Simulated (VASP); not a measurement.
# Au (Fd-3m) in VASP: notebook

Au is run at these levels: r2SCAN; tasks: relaxation of cell and atoms.

Program: VASP 6.6.1. These are calculated values, not measurements. Logs are shortened: lines on timing, memory, paths and dates and some standing lists are left out, and cuts for length are marked.

**1. The cell of the first run**

It takes space group Fd-3m (No. 227, cubic). Conventional cell: a = 5.600 Å, b = 5.600 Å, c = 5.600 Å, α = 90.00°, β = 90.00°, γ = 90.00°. Au (site symmetry -43m) has 4 Au at 2.42 Å within 3.2 Å.

**2. Relaxation of cell and atoms, r2SCAN**

Contents of POSCAR:

```
Au
1.0
    0.0000000000      2.8000000000      2.8000000000
    2.8000000000      0.0000000000      2.8000000000
    2.8000000000      2.8000000000      0.0000000000
Au
2
Direct
    0.0000000000      0.0000000000      0.0000000000
    0.2500000000      0.2500000000      0.2500000000
```

Contents of INCAR.step1:

```
SYSTEM = Au
PREC = Accurate
ENCUT = 550
ISMEAR = -1
SIGMA = 0.1
LREAL = .FALSE.
LASPH = .TRUE.
NELM = 120
GGA = PE
ALGO = Normal
EDIFF = 1E-5
LWAVE = .TRUE.
LCHARG = .FALSE.
GGA_COMPAT = .FALSE.
IBRION = 2
ISIF = 3
EDIFFG = -0.005
NELMIN = 4
NSW = 100
```

Contents of INCAR.step2:

```
SYSTEM = Au
PREC = Accurate
ENCUT = 550
EDIFF = 1E-7
ISMEAR = -1
SIGMA = 0.1
LREAL = .FALSE.
LASPH = .TRUE.
NELM = 120
ALGO = Normal
ISIF = 3
LWAVE = .FALSE.
LCHARG = .FALSE.
METAGGA = R2SCAN
LMIXTAU = .TRUE.
IBRION = 2
NSW = 80
EDIFFG = -0.03
ISTART = 1
GGA_COMPAT = .FALSE.
NELMIN = 4
```

Contents of KPOINTS:

```
regular mesh
0
G
  13 13 13
  0 0 0
```

Potentials or basis: VASP PAW PBE potentials, release 64 (Au).

Started as:

```bash
$ cat potpaw_PBE.64/Au/POTCAR > POTCAR
$ cp INCAR.step1 INCAR
$ mpirun -np 1 vasp_std > vasp.out
$ cp INCAR.step2 INCAR
$ mpirun -np 1 vasp_std > vasp.out
```

OUTCAR:

```text
SYSTEM = Au
   PREC = Accurate
   ENCUT = 550
   EDIFF = 1E-7
   ISMEAR = -1
   LREAL = .FALSE.
   LASPH = .TRUE.
   NELM = 120
   ISIF = 3
   METAGGA = R2SCAN
   IBRION = 2
   NSW = 80
   EDIFFG = -0.03
   ISTART = 1
   NELMIN = 4

 ion  position               nearest neighbor table
   1  0.000  0.000  0.000-   2 2.42   2 2.42   2 2.42   2 2.42
   2  0.250  0.250  0.250-   1 2.42   1 2.42   1 2.42   1 2.42

  LATTYP: Found a face centered cubic cell.
 ALAT       =     5.6000000000

  Lattice vectors:

 A1 = (   0.0000000000,   2.8000000000,   2.8000000000)
 A2 = (   2.8000000000,   0.0000000000,   2.8000000000)
 A3 = (   2.8000000000,   2.8000000000,   0.0000000000)

Analysis of symmetry for initial positions (statically):
=====================================================================
 Subroutine PRICEL returns:
 Original cell was already a primitive cell.

 Routine SETGRP: Setting up the symmetry group for a
 face centered cubic supercell.

 Subroutine GETGRP returns: Found 48 space group operations
 (whereof 24 operations were pure point group operations)
 out of a pool of 48 trial point group operations.

The static configuration has the point symmetry T_d .
 The point group associated with its full space group is O_h .

Analysis of symmetry for dynamics (positions and initial velocities):
=====================================================================
 Subroutine PRICEL returns:
 Original cell was already a primitive cell.

 Routine SETGRP: Setting up the symmetry group for a
 face centered cubic supercell.

 Subroutine GETGRP returns: Found 48 space group operations
 (whereof 24 operations were pure point group operations)
 out of a pool of 48 trial point group operations.

The dynamic configuration has the point symmetry T_d .
 The point group associated with its full space group is O_h .

 Subroutine INISYM returns: Found 48 space group operations
 (whereof 24 operations are pure point group operations),
 and found     1 'primitive' translations

----------------------------------------------------------------------------------------

                                     Primitive cell

  volume of cell :      43.9040

  direct lattice vectors                    reciprocal lattice vectors
     0.000000000  2.800000000  2.800000000    -0.178571429  0.178571429  0.178571429
     2.800000000  0.000000000  2.800000000     0.178571429 -0.178571429  0.178571429
     2.800000000  2.800000000  0.000000000     0.178571429  0.178571429 -0.178571429

  length of vectors
     3.959797975  3.959797975  3.959797975     0.309294787  0.309294787  0.309294787

  position of ions in fractional coordinates (direct lattice)
[... 36 lines left out ...]
  0.000000  0.000000  0.000000      1.000000
  0.076923  0.000000  0.000000      8.000000
  0.153846  0.000000  0.000000      8.000000
  0.230769  0.000000  0.000000      8.000000
  0.307692  0.000000  0.000000      8.000000
  0.384615  0.000000  0.000000      8.000000
[... 16 lines left out ...]
  0.384615  0.153846  0.000000     24.000000
  0.461538  0.153846  0.000000     24.000000
 [... further k-points ...]
   k-points           NKPTS =     84   k-points in BZ     NKDIM =     84   number of bands    NBANDS=     15
   number of dos      NEDOS =    301   number of ions     NIONS =      2
   total plane-waves  NPLWV =  27000
   dimension x,y,z NGX =    30 NGY =   30 NGZ =   30
   dimension x,y,z NGXF=    60 NGYF=   60 NGZF=   60
   ions per type =               2
   NGX,Y,Z   is equivalent  to a cutoff of  12.60, 12.60, 12.60 a.u.
   NGXF,Y,Z  is equivalent  to a cutoff of  25.19, 25.19, 25.19 a.u.
 SYSTEM =  Au
   PREC   = accura    normal or accurate (medium, high low for compatibility)
   ISTART =      1    job   : 0-new  1-cont  2-samecut
   ICHARG =      0    charge: 1-file 2-atom 10-const
   ISPIN  =      1    spin polarized calculation?
   LNONCOLLINEAR =      F non collinear calculations
   LSORBIT =      F    spin-orbit coupling
   LASPH  =      T    aspherical Exc in radial PAW
   ENCUT  =  550.0 eV  40.42 Ry    6.36 a.u.   7.57  7.57  7.57*2*pi/ulx,y,z
   NELM   =    120;   NELMIN=  4; NELMDL=  0     # of ELM steps
   EDIFF  = 0.1E-06   stopping-criterion for ELM
   LREAL  =      F    real-space projection
   EDIFFG = -.3E-01   stopping-criterion for IOM
   NSW    =     80    number of steps for IOM
   IBRION =      2    ionic relax: 0-MD 1-quasi-New 2-CG
   NFREE  =      1    steps in history (QN), initial steepest desc. (CG)
   ISIF   =      3    stress and relaxation
   ISYM   =      2    0-nonsym 1-usesym 2-fastsym
   POTIM  = 0.5000    time-step for ionic-motion
   TEBEG  =    0.0;   TEEND  =   0.0 temperature during run
   PSTRESS=    0.0 pullay stress
   NELECT =      22.0000    total number of electrons
   NUPDOWN=      -1.0000    fix difference up-down
   EMIN   =  10.00;   EMAX   =-10.00  energy-range for DOS
   EFERMI =   0.00;   METHOD = LEGACY
   ISMEAR =    -1;   SIGMA  =   0.10  broadening in eV -4-tet -1-fermi 0-gaus
   EFERMI_NEDOS =   21; number of points for ismear=-14 and -15
   IALGO  =     38    algorithm
   IMIX   =      4    mixing-type and parameters
     AMIX     =   0.40;   BMIX     =  1.00
     AMIX_MAG =   1.60;   BMIX_MAG =  1.00
  volume/ion in A,a.u.               =      21.95       148.14
  Fermi-wavevector in a.u.,A,eV,Ry     =   1.300312  2.457234 23.004897  1.690812
  Thomas-Fermi vector in A             =   2.431519
   LORBIT       =      0    0 simple, 1 ext, 2 COOP (PROOUT), +10 PAW based schemes
   METAGGA = R2SCAN    functional components
   LHFCALC =     F    Hartree Fock is set to
   AEXX    =    0.0000 exact exchange contribution
   IVDW    =     0    specifies the selected vdW correction
   LEPSILON=     F    determine dielectric tensor
   LRPA    =     F    only Hartree local field effects (RPA)
 conjugate gradient relaxation of ions
 non-spin polarized calculation
  energy-cutoff  :      550.00
  volume of cell :       43.90
 maximum number of plane-waves:      1307
   NGX = 15   NGY = 15   NGZ = 15

--------------------------------------- Ionic step        1  -------------------------------------------

 number of electron      22.0000000 magnetization

 Free energy of the ion-electron system (eV)
  ---------------------------------------------------
  ext. energy  EPLUGINS =         0.00000000
  ---------------------------------------------------
  free energy    TOTEN  =       -98.68306342 eV

  energy without entropy =      -98.65654586  energy(sigma->0) =      -98.66980464

 E-fermi :   5.7977     XC(G=0): -11.6077

 val. band max:        5.7551811200   @ k =   0.4615   0.4615   0.0000
 cond. band min:       5.8338120596   @ k =  -0.3077   0.4615   0.2308
 fundamental gap:      0.0786309396
 Fermi energy:         5.7976725709
[... 1016 lines left out ...]
--------------------------------------- Ionic step        5  -------------------------------------------

 number of electron      21.9999992 magnetization

 Free energy of the ion-electron system (eV)
  ---------------------------------------------------
  ext. energy  EPLUGINS =         0.00000000
  ---------------------------------------------------
  free energy    TOTEN  =       -99.60939015 eV

  energy without entropy =      -99.58556291  energy(sigma->0) =      -99.59747653

 E-fermi :   2.9911     XC(G=0): -10.1579

 val. band max:        2.9647773645   @ k =  -0.3077   0.4615   0.2308
 cond. band min:       3.0555894786   @ k =  -0.3846   0.3846   0.0000
 fundamental gap:      0.0908121140
 Fermi energy:         2.9911192165
[... 461 lines left out ...]
  FREE ENERGIE OF THE ION-ELECTRON SYSTEM (eV)
  ---------------------------------------------------
  free  energy   TOTEN  =       -99.6093901452 eV

  energy  without entropy=      -99.5855629070  energy(sigma->0) =      -99.59747653

 reached required accuracy - stopping structural energy minimisation
```

OUTCAR.step1:

```text
SYSTEM = Au
   PREC = Accurate
   ENCUT = 550
   ISMEAR = -1
   LREAL = .FALSE.
   LASPH = .TRUE.
   NELM = 120
   GGA = PE
   EDIFF = 1E-5
   IBRION = 2
   ISIF = 3
   EDIFFG = -0.005
   NELMIN = 4
[... 797 lines left out ...]
      3      -1.2371      2.00000
      4      -1.2371      2.00000
      5      -1.2330      2.00000
      6      -1.2330      2.00000
      7       0.5377      2.00000
      8       0.5377      2.00000
      9       0.5377      2.00000
     10       1.5000      1.99999
     11       1.5000      1.99999
     12      11.2189      0.00000
     13      12.2271      0.00000
     14      12.2271      0.00000
[... 444 lines left out ...]
  FREE ENERGIE OF THE ION-ELECTRON SYSTEM (eV)
  ---------------------------------------------------
  free  energy   TOTEN  =        -5.0232186968 eV

  energy  without entropy=       -4.9972502761  energy(sigma->0) =       -5.01023449

 reached required accuracy - stopping structural energy minimisation
```

Wall time 18 min (1 thread of Intel Xeon 6975P-C, shared host); peak memory 0.22 GiB.

Results:

```
Free energy                            : -99.6094 eV
Relaxed volume                         : 28.08 Å³/atom
Relaxed cell                           : a = 4.299 Å, b = 4.299 Å, c = 4.299 Å, α = 60.00°, β = 60.00°, γ = 60.00°
Space group after relaxing (to 0.05 Å) : Fd-3m (No. 227)
Energy gained by relaxing              : 463.2 meV/atom
Ionic steps                            : 5
Pressure after relaxing                : 0.0 GPa
Band gap on the k mesh                 : zero (band 11 reaches 3.25 eV, above the bottom of band 12 at 2.65 eV)
```

The path:
```
step  energy change (eV)  largest force (eV/Å)  pressure (GPa)  volume (Å³)
   1              0.0000                0.0000           31.69        43.90
   2             -0.1307                0.0000           -8.30        77.67
   3             -0.9234                0.0000           -0.99        57.09
   4             -0.9259                0.0000           -0.40        56.53
   5             -0.9263                0.0000            0.00        56.17
```

Final structure:
```
Au
1.0
     0.00000    3.03962    3.03962
     3.03962    0.00000    3.03962
     3.03962    3.03962    0.00000
Au
2
Direct
  0.00000 0.00000 0.00000
  0.25000 0.25000 0.25000
```

Caveat: the volume moved by over 15 % at a fixed basis, so the end points are rough; the PAW data sets were made with another functional, which shifts forces and pressure a little; spin-orbit coupling is left out, which moves the levels of the heavy elements.

**3. Relaxation of cell and atoms, r2SCAN**

This run uses another cell than the first one, of 28.01 Å³/atom, 1.276 times its volume.

Contents of POSCAR:

```
Au
1.0
    0.0000000000      3.0367730742      3.0367730742
    3.0367730742      0.0000000000      3.0367730742
    3.0367730742      3.0367730742      0.0000000000
Au
2
Direct
    0.0000000000      0.0000000000      0.0000000000
    0.2500000000      0.2500000000      0.2500000000
```

Contents of INCAR.step1:

```
PREC     = Accurate       # precision mode
ENCUT    = 550            # plane-wave cutoff, eV
ISMEAR   = -1             # smearing method
SIGMA    = 0.1            # smearing width, eV
LREAL    = F              # projectors in reciprocal space
LASPH    = T              # aspherical terms in the spheres
NELM     = 120            # most SCF steps
GGA      = PE             # functional
ALGO     = Normal         # electronic algorithm
EDIFF    = 1E-5           # SCF threshold, eV
LWAVE    = T              # write WAVECAR
LCHARG   = F              # write CHGCAR
GGA_COMPAT= F            
IBRION   = 2              # ionic algorithm
ISIF     = 3              # what is computed and relaxed
EDIFFG   = -0.005         # ionic threshold
NELMIN   = 4            
NSW      = 100            # ionic steps
```

Contents of INCAR.step2:

```
PREC     = Accurate       # precision mode
ENCUT    = 550            # plane-wave cutoff, eV
EDIFF    = 1E-7           # SCF threshold, eV
ISMEAR   = -1             # smearing method
SIGMA    = 0.1            # smearing width, eV
LREAL    = F              # projectors in reciprocal space
LASPH    = T              # aspherical terms in the spheres
NELM     = 120            # most SCF steps
ALGO     = Normal         # electronic algorithm
ISIF     = 3              # what is computed and relaxed
LWAVE    = F              # write WAVECAR
LCHARG   = F              # write CHGCAR
METAGGA  = R2SCAN         # meta-GGA
LMIXTAU  = T            
IBRION   = 2              # ionic algorithm
NSW      = 80             # ionic steps
EDIFFG   = -0.03          # ionic threshold
ISTART   = 1            
GGA_COMPAT= F            
NELMIN   = 4
```

Contents of KPOINTS:

```
regular mesh
0
Gamma
  12 12 12
```

Potentials or basis: VASP PAW PBE potentials, release 64 (Au).

Started as:

```bash
$ cat potpaw_PBE.64/Au/POTCAR > POTCAR
$ cp INCAR.step1 INCAR
$ mpirun -np 1 vasp_std > vasp.out
$ cp INCAR.step2 INCAR
$ mpirun -np 1 vasp_std > vasp.out
```

Run time: 7.1 min. Hardware: 1 thread of Intel Xeon 6975P-C, shared host; peak memory 0.25 GiB.

Results (log left out):

| Quantity | Value |
| --- | --- |
| Free energy | -99.6138 eV |
| Relaxed volume | 28.13 Å³/atom |
| Relaxed cell | a = 4.301 Å, b = 4.301 Å, c = 4.301 Å, α = 60.00°, β = 60.00°, γ = 60.00° |
| Space group after relaxing (to 0.05 Å) | Fd-3m (No. 227) |
| Energy gained by relaxing | 0.0 meV/atom |
| Ionic steps | 2 |
| Pressure after relaxing | -0.1 GPa |
| Band gap on the k mesh | zero (band 11 reaches 3.25 eV, above the bottom of band 12 at 2.54 eV) |

Final structure:
```cif
data_structure
_symmetry_space_group_name_H-M 'P 1'
_symmetry_Int_Tables_number 1
_cell_length_a 4.3013
_cell_length_b 4.3013
_cell_length_c 4.3013
_cell_angle_alpha 60.000
_cell_angle_beta 60.000
_cell_angle_gamma 60.000
_cell_volume 56.27
loop_
_atom_site_label
_atom_site_type_symbol
_atom_site_fract_x
_atom_site_fract_y
_atom_site_fract_z
_atom_site_occupancy
Au1 Au 0.00000 0.00000 0.00000 1
Au2 Au 0.25000 0.25000 0.25000 1
```

Levels at points of the mesh, in eV from the Fermi level:
```csv
k point,band 8,band 9,band 10,band 11,band 12,band 13,band 14,band 15
"(0.00, 0.00, 0.00)",-2.48,-2.48,-1.45,-1.45,9.07,10.11,10.11,10.11
"(0.50, 0.00, 0.00)",-2.26,-1.57,-1.57,-0.87,-0.43,7.13,7.13,9.23
"(0.50, 0.50, 0.00)",-3.02,-1.39,-1.39,0.25,0.25,3.93,3.93,8.27
```

Caveat: the PAW data sets were made with another functional, which shifts forces and pressure a little; spin-orbit coupling is left out, which moves the levels of the heavy elements.
